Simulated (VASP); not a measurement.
# In3GaP4 (P1) in VASP: single point with PBEsol

Aim: the single point of In3GaP4 with PBEsol.

All numbers are computed with VASP 6.6.1; they aren't measurements. Logs are shortened: lines on timing, memory, paths and dates and some standing lists are left out, and cuts for length are marked.

### 1 The cell of the first run

The typed cell holds 64 atoms: a = 11.535 Å, b = 11.535 Å, c = 11.535 Å, α = 90.00°, β = 90.00°, γ = 90.00°.

### 2 Single point, PBEsol

File INCAR:

```
SYSTEM = In3GaP4
PREC = Accurate
ENCUT = 500
EDIFF = 1E-6
ISMEAR = -1
SIGMA = 0.05
LREAL = Auto
LASPH = .TRUE.
NELM = 120
ALGO = Normal
ISIF = 2
LWAVE = .FALSE.
LCHARG = .FALSE.
GGA = PS
ISYM = -1
NBANDS = 326
GGA_COMPAT = .FALSE.
```

File KPOINTS:

```
explicit points
1
Reciprocal
  0.25000000   0.25000000   0.25000000 1
```

File POSCAR:

```
In3GaP4
1.0
   11.5345755036      0.0000000000      0.0000000000
    0.0000000000     11.5345755036      0.0000000000
    0.0000000000      0.0000000000     11.5345755036
In Ga P
24 8 32
Direct
    0.9957560000      0.9957580000      0.0003940000
    0.0030680000      0.9930510000      0.4998060000
    0.9941810000      0.5040010000      0.0022560000
    0.0004880000      0.5070350000      0.4977200000
    0.5052780000      0.9972500000      0.9978110000
    0.4981710000      0.9956750000      0.5026940000
    0.5072670000      0.5031780000      0.0004900000
    0.2506180000      0.2503910000      0.0003370000
    0.2532830000      0.2522800000      0.5007220000
    0.2480780000      0.7503570000      0.9977130000
    0.7478320000      0.2557000000      0.4975310000
    0.7505690000      0.7458820000      0.4998420000
    0.2480060000      0.9949530000      0.2527100000
    0.2504340000      0.9934570000      0.7479100000
    0.2506790000      0.5054260000      0.2547580000
    0.2528840000      0.5065750000      0.7462330000
    0.7531310000      0.9981420000      0.2451950000
    0.7503300000      0.9956630000      0.7553190000
    0.7486730000      0.5048010000      0.7525230000
    0.9952150000      0.2522040000      0.2480360000
    0.9979890000      0.2509610000      0.7527300000
    0.5052650000      0.2560910000      0.2508230000
    0.5033270000      0.2525800000      0.7498980000
    0.5028680000      0.7460460000      0.2525180000
    0.5002600000      0.5059850000      0.5000740000
    0.2488340000      0.7472570000      0.5025970000
    0.7497990000      0.2520860000      0.0027220000
    0.7527450000      0.7473610000      0.9985200000
    0.7496350000      0.5034370000      0.2469590000
    0.9971510000      0.7461620000      0.2489270000
    0.9992990000      0.7504540000      0.7494880000
    0.4997970000      0.7463820000      0.7475140000
    0.1229230000      0.1226920000      0.1251140000
    0.1256030000      0.1245020000      0.6251720000
    0.1193510000      0.6308850000      0.1311960000
    0.1229730000      0.6382890000      0.6258170000
    0.6319580000      0.1313820000      0.1189200000
    0.6267240000      0.1228420000      0.6247520000
    0.6393940000      0.6269580000      0.1244810000
    0.6135630000      0.6243510000      0.6248840000
    0.3753480000      0.3802920000      0.1249900000
    0.3842200000      0.3835650000      0.6183370000
    0.3768100000      0.8729960000      0.1249140000
    0.3746020000      0.8598960000      0.6246250000
    0.8602000000      0.3764120000      0.1249230000
    0.8751630000      0.3799570000      0.6247780000
    0.8746310000      0.8601350000      0.1240300000
    0.8800280000      0.8672130000      0.6314070000
    0.3771110000      0.1244060000      0.3737080000
    0.3755130000      0.1227940000      0.8726270000
    0.3749740000      0.6268840000      0.3892900000
    0.3833620000      0.6310160000      0.8707360000
    0.8748840000      0.1227690000      0.3762830000
    0.8674440000      0.1313640000      0.8842380000
    0.8733940000      0.6238310000      0.3609440000
    0.8759800000      0.6381670000      0.8731000000
    0.1238610000      0.3754200000      0.3749330000
    0.1254850000      0.3802520000      0.8750350000
    0.1241830000      0.8571590000      0.3740890000
    0.1162730000      0.8686260000      0.8677290000
    0.6255170000      0.3951760000      0.3749290000
    0.6335740000      0.3696950000      0.8817090000
    0.6272140000      0.8758320000      0.3749960000
    0.6247100000      0.8577890000      0.8741420000
```

Potentials or basis: VASP PAW PBE potentials, release 64 (In_d, Ga_d, P).

The run is started by

```console
> cat potpaw_PBE.64/In_d/POTCAR potpaw_PBE.64/Ga_d/POTCAR potpaw_PBE.64/P/POTCAR > POTCAR
> mpirun -np 1 vasp_std > vasp.out
```

OUTCAR:

```text
SYSTEM = In3GaP4
   PREC = Accurate
   ENCUT = 500
   EDIFF = 1E-6
   ISMEAR = -1
   LREAL = Auto
   LASPH = .TRUE.
   NELM = 120
   ISIF = 2
   GGA = PS
   ISYM = -1

 ion  position               nearest neighbor table
   1  0.996  0.996  0.000-  33 2.52  60 2.53  54 2.54  47 2.54  17 3.98  18 4.00
   2  0.003  0.993  0.500-  34 2.53  48 2.53  53 2.54  59 2.55  13 4.01
   3  0.994  0.504  0.002-  35 2.54  56 2.54  58 2.55  45 2.56
   4  0.000  0.507  0.498-  57 2.52  46 2.53  55 2.54  36 2.54  12 3.99  15 4.02
   5  0.505  0.997  0.998-  43 2.53  50 2.53  37 2.55  64 2.55  18 3.98
   6  0.498  0.996  0.503-  63 2.51  38 2.52  49 2.52  44 2.54  14 4.02
   7  0.507  0.503  0.000-  62 2.52  41 2.53  39 2.53  52 2.54  19 3.99
   8  0.251  0.250  0.000-  41 2.53  33 2.53  50 2.53  58 2.53
   9  0.253  0.252  0.501-  57 2.52  49 2.52  34 2.53  42 2.53
  10  0.248  0.750  0.998-  43 2.52  60 2.53  35 2.54  52 2.54  14 4.02
  11  0.748  0.256  0.498-  46 2.52  38 2.54  53 2.54  61 2.56  22 3.99
  12  0.751  0.746  0.500-  63 2.52  48 2.55  40 2.56  55 2.56   4 3.99
  13  0.248  0.995  0.253-  43 2.52  49 2.53  33 2.53  59 2.55   2 4.01
  14  0.250  0.993  0.748-  34 2.52  50 2.53  60 2.53  44 2.54  10 4.02   6 4.02
  15  0.251  0.505  0.255-  57 2.51  41 2.53  35 2.53  51 2.53  24 4.02   4 4.02
  16  0.253  0.507  0.746-  52 2.53  36 2.55  42 2.55  58 2.55
  17  0.753  0.998  0.245-  53 2.51  63 2.52  37 2.54  47 2.54   1 3.98
  18  0.750  0.996  0.755-  38 2.54  48 2.54  54 2.55  64 2.55   5 3.98   1 4.00
  19  0.749  0.505  0.753-  46 2.52  62 2.53  56 2.54  40 2.55   7 3.99
  20  0.995  0.252  0.248-  53 2.52  57 2.52  33 2.53  45 2.55
  21  0.998  0.251  0.753-  58 2.53  46 2.53  34 2.54  54 2.54
  22  0.505  0.256  0.251-  41 2.53  49 2.55  37 2.55  61 2.56  11 3.99
  23  0.503  0.253  0.750-  38 2.52  62 2.53  50 2.53  42 2.54
  24  0.503  0.746  0.253-  63 2.51  43 2.53  39 2.56  51 2.56  15 4.02
  25  0.500  0.506  0.500-  40 2.38  42 2.38  51 2.38  61 2.41
  26  0.249  0.747  0.503-  36 2.39  51 2.40  44 2.40  59 2.42
  27  0.750  0.252  0.003-  37 2.36  62 2.36  54 2.38  45 2.38
  28  0.753  0.747  0.999-  56 2.39  39 2.40  47 2.40  64 2.42
  29  0.750  0.503  0.247-  39 2.38  55 2.39  45 2.40  61 2.41
  30  0.997  0.746  0.249-  35 2.37  55 2.39  47 2.41  59 2.42
[... 32 lines left out ...]
  63  0.627  0.876  0.375-  24 2.51   6 2.51  17 2.52  12 2.52
  64  0.625  0.858  0.874-  32 2.42  28 2.42  18 2.55   5 2.55

IMPORTANT INFORMATION: All symmetrisations will be switched off!
NOSYMM: (Re-)initialisation of all symmetry stuff for point group C_1.

----------------------------------------------------------------------------------------

                                     Primitive cell

  volume of cell :    1534.6341

  direct lattice vectors                    reciprocal lattice vectors
    11.534575504  0.000000000  0.000000000     0.086695865  0.000000000  0.000000000
     0.000000000 11.534575504  0.000000000     0.000000000  0.086695865  0.000000000
     0.000000000  0.000000000 11.534575504     0.000000000  0.000000000  0.086695865

  length of vectors
    11.534575504 11.534575504 11.534575504     0.086695865  0.086695865  0.086695865

  position of ions in fractional coordinates (direct lattice)
     0.995756000  0.995758000  0.000394000
     0.003068000  0.993051000  0.499806000
     0.994181000  0.504001000  0.002256000
     0.000488000  0.507035000  0.497720000
     0.505278000  0.997250000  0.997811000
     0.498171000  0.995675000  0.502694000
[... 56 lines left out ...]
     0.627214000  0.875832000  0.374996000
     0.624710000  0.857789000  0.874142000

  ion indices of the primitive-cell ions
   primitive index   ion index
                 1           1
                 2           2
                 3           3
                 4           4
                 5           5
                 6           6
[... 56 lines left out ...]
                63          63
                64          64

----------------------------------------------------------------------------------------

 KPOINTS: explicit points

Read explicit list of k-points.

 Found      1 k-points:

 Following reciprocal coordinates:
            Coordinates               Weight
  0.250000  0.250000  0.250000      1.000000
   k-points           NKPTS =      1   k-points in BZ     NKDIM =      1   number of bands    NBANDS=    326
   number of dos      NEDOS =    301   number of ions     NIONS =     64
   total plane-waves  NPLWV = 592704
   dimension x,y,z NGX =    84 NGY =   84 NGZ =   84
   dimension x,y,z NGXF=   168 NGYF=  168 NGZF=  168
   ions per type =              24   8  32
   NGX,Y,Z   is equivalent  to a cutoff of  12.11, 12.11, 12.11 a.u.
   NGXF,Y,Z  is equivalent  to a cutoff of  24.21, 24.21, 24.21 a.u.
 SYSTEM =  In3GaP4
   PREC   = accura    normal or accurate (medium, high low for compatibility)
   ISTART =      0    job   : 0-new  1-cont  2-samecut
   ICHARG =      2    charge: 1-file 2-atom 10-const
   ISPIN  =      1    spin polarized calculation?
   LNONCOLLINEAR =      F non collinear calculations
   LSORBIT =      F    spin-orbit coupling
   LASPH  =      T    aspherical Exc in radial PAW
   ENCUT  =  500.0 eV  36.75 Ry    6.06 a.u.  21.03 21.03 21.03*2*pi/ulx,y,z
   NELM   =    120;   NELMIN=  2; NELMDL= -5     # of ELM steps
   EDIFF  = 0.1E-05   stopping-criterion for ELM
   LREAL  =      T    real-space projection
   EDIFFG = 0.1E-04   stopping-criterion for IOM
   NSW    =      0    number of steps for IOM
   IBRION =     -1    ionic relax: 0-MD 1-quasi-New 2-CG
   NFREE  =      0    steps in history (QN), initial steepest desc. (CG)
   ISIF   =      2    stress and relaxation
   ISYM   =     -1    0-nonsym 1-usesym 2-fastsym
   POTIM  = 0.5000    time-step for ionic-motion
   TEBEG  =    0.0;   TEEND  =   0.0 temperature during run
   PSTRESS=    0.0 pullay stress
   NELECT =     576.0000    total number of electrons
   NUPDOWN=      -1.0000    fix difference up-down
   EMIN   =  10.00;   EMAX   =-10.00  energy-range for DOS
   EFERMI =   0.00;   METHOD = LEGACY
   ISMEAR =    -1;   SIGMA  =   0.05  broadening in eV -4-tet -1-fermi 0-gaus
   EFERMI_NEDOS =   21; number of points for ismear=-14 and -15
   IALGO  =     38    algorithm
   IMIX   =      4    mixing-type and parameters
     AMIX     =   0.40;   BMIX     =  1.00
     AMIX_MAG =   1.60;   BMIX_MAG =  1.00
  volume/ion in A,a.u.               =      23.98       161.82
  Fermi-wavevector in a.u.,A,eV,Ry     =   1.180903  2.231582 18.973742  1.394531
  Thomas-Fermi vector in A             =   2.317186
   LORBIT       =      0    0 simple, 1 ext, 2 COOP (PROOUT), +10 PAW based schemes
   GGA     = PS    functional components
   LHFCALC =     F    Hartree Fock is set to
   AEXX    =    0.0000 exact exchange contribution
   IVDW    =     0    specifies the selected vdW correction
   LEPSILON=     F    determine dielectric tensor
   LRPA    =     F    only Hartree local field effects (RPA)
 non-spin polarized calculation
  energy-cutoff  :      500.00
  volume of cell :     1534.63
 maximum number of plane-waves:     38982
 NGX is ok and might be reduce to    84
   NGX = 43   NGY = 43   NGZ = 43

 number of electron     576.0000029 magnetization

 Free energy of the ion-electron system (eV)
  ---------------------------------------------------
  ext. energy  EPLUGINS =         0.00000000
  ---------------------------------------------------
  free energy    TOTEN  =      -298.19663494 eV

  energy without entropy =     -298.19663449  energy(sigma->0) =     -298.19663472

 E-fermi :   5.6114     XC(G=0):  -9.5941

 val. band max:        4.7922982196   @ k =   0.2500   0.2500   0.2500
 cond. band min:       6.4044131119   @ k =   0.2500   0.2500   0.2500
 fundamental gap:      1.6121148923
 Fermi energy:         5.6113530774

 k-point     1 :       0.2500    0.2500    0.2500
  band No.  band energies     occupation
      1      -9.6641      2.00000
      2      -9.6603      2.00000
      3      -9.6596      2.00000
      4      -9.6565      2.00000
      5      -9.6541      2.00000
      6      -9.6503      2.00000
[... 292 lines left out ...]
    299       7.3191      0.00000
    300       7.3537      0.00000
 [bands above 300 left out]

------------------------ aborting loop because EDIFF is reached ----------------------------------------

  FORCE on cell =-STRESS in cart. coord.  units (eV):
  Direction    XX          YY          ZZ          XY          YZ          ZX
  --------------------------------------------------------------------------------------
  -------------------------------------------------------------------------------------
  Total       -0.3433250      0.3723452     -0.5602085     -4.1616597     -4.3441653     -4.4124375
  in kB       -0.3584356      0.3887331     -0.5848648     -4.3448251     -4.5353633     -4.6066403
  external PRESSURE =      -0.1848558 kB  Pullay stress =       0.0000000 kB

 VOLUME and BASIS-vectors are now :
 -----------------------------------------------------------------------------
  energy-cutoff  :      500.00
  volume of cell :     1534.63
      direct lattice vectors                 reciprocal lattice vectors
    11.534575504  0.000000000  0.000000000     0.086695865  0.000000000  0.000000000
     0.000000000 11.534575504  0.000000000     0.000000000  0.086695865  0.000000000
     0.000000000  0.000000000 11.534575504     0.000000000  0.000000000  0.086695865

 POSITION                                       TOTAL-FORCE (eV/Angst)
 -----------------------------------------------------------------------------------
     11.48562     11.48565      0.00454         0.006606     -0.001749      0.000289
      0.03539     11.45442      5.76505        -0.004467      0.000633      0.008651
     11.46746      5.81344      0.02602        -0.002447      0.005613      0.004855
      0.00563      5.84843      5.74099         0.003571      0.004216      0.008972
      5.82817     11.50286     11.50933        -0.015524      0.012128      0.005728
      5.74619     11.48469      5.79836        -0.002992     -0.002864      0.006595
[... 56 lines left out ...]
      7.23465     10.10235      4.32542         0.007985      0.007493     -0.007138
      7.20576      9.89423     10.08286         0.002474     -0.009974      0.009253
 -----------------------------------------------------------------------------------
    total drift:                                0.049700     -0.034916      0.009735

  FREE ENERGIE OF THE ION-ELECTRON SYSTEM (eV)
  ---------------------------------------------------
  free  energy   TOTEN  =      -298.1966349424 eV

  energy  without entropy=     -298.1966344932  energy(sigma->0) =     -298.19663472
```

Wall time 25 min (1 thread of Intel Xeon Platinum 8259CL at 2.50GHz (Skylake/Cascade Lake), shared host); peak memory 1.2 GiB.

What came out:

```
Free energy            : -298.1966 eV
Pressure               : 0.0 GPa
Largest force          : 0.023 eV/Å
Band gap on the k mesh : 1.61 eV
```

Forces in eV/Å, atoms in the order of the input:
```
In   0.007 -0.002  0.000
In  -0.004  0.001  0.009
In  -0.002  0.006  0.005
In   0.004  0.004  0.009
In  -0.016  0.012  0.006
In  -0.003 -0.003  0.007
In  -0.001  0.002 -0.004
In   0.005  0.001  0.001
In   0.003  0.007  0.005
In  -0.015  0.005 -0.009
In   0.012 -0.001  0.009
In   0.005 -0.014  0.012
In  -0.003  0.003 -0.006
In  -0.001 -0.002 -0.001
In  -0.004  0.005 -0.001
In  -0.007  0.010 -0.001
In   0.000  0.001 -0.001
In   0.017  0.004 -0.013
In  -0.001  0.004 -0.004
In   0.001  0.007 -0.005
In  -0.006  0.000 -0.003
In  -0.008  0.001 -0.006
In   0.002  0.010  0.001
In  -0.004 -0.005 -0.005
Ga  -0.005  0.017  0.013
Ga  -0.005 -0.008  0.013
Ga   0.004  0.007 -0.010
Ga   0.010 -0.008 -0.006
Ga   0.012  0.004 -0.008
Ga  -0.005 -0.012 -0.009
Ga   0.002  0.000 -0.004
Ga  -0.003 -0.012 -0.019
P   -0.005 -0.006  0.004
P    0.015 -0.006  0.005
P    0.005  0.001  0.003
P   -0.002  0.010 -0.001
P    0.010 -0.002  0.004
P   -0.002 -0.006 -0.003
P   -0.001  0.005  0.000
P    0.000 -0.011 -0.007
P   -0.002  0.004  0.003
P    0.002 -0.010 -0.003
P    0.009  0.000 -0.003
P    0.001 -0.002  0.002
P   -0.015 -0.009  0.003
P   -0.004  0.005 -0.003
P   -0.003 -0.003  0.007
P   -0.006 -0.006  0.007
P    0.009 -0.001 -0.001
P    0.007 -0.007 -0.007
P    0.008 -0.006  0.001
P    0.014 -0.002  0.013
P   -0.002 -0.005  0.000
P   -0.008  0.004  0.010
P   -0.005  0.004 -0.009
P   -0.001  0.008 -0.006
P   -0.010 -0.002 -0.002
P   -0.004  0.007  0.003
P    0.002  0.000  0.001
P   -0.010  0.001 -0.004
P   -0.009 -0.003 -0.001
P    0.009 -0.006  0.006
P    0.008  0.007 -0.007
P    0.002 -0.010  0.009
```

Caveat: the PAW data sets were made with another functional, which shifts forces and pressure a little; spin-orbit coupling is left out, which moves the levels of the heavy elements; a shifted mesh leaves out Γ, where band edges can lie. A k mesh can miss the band edges.
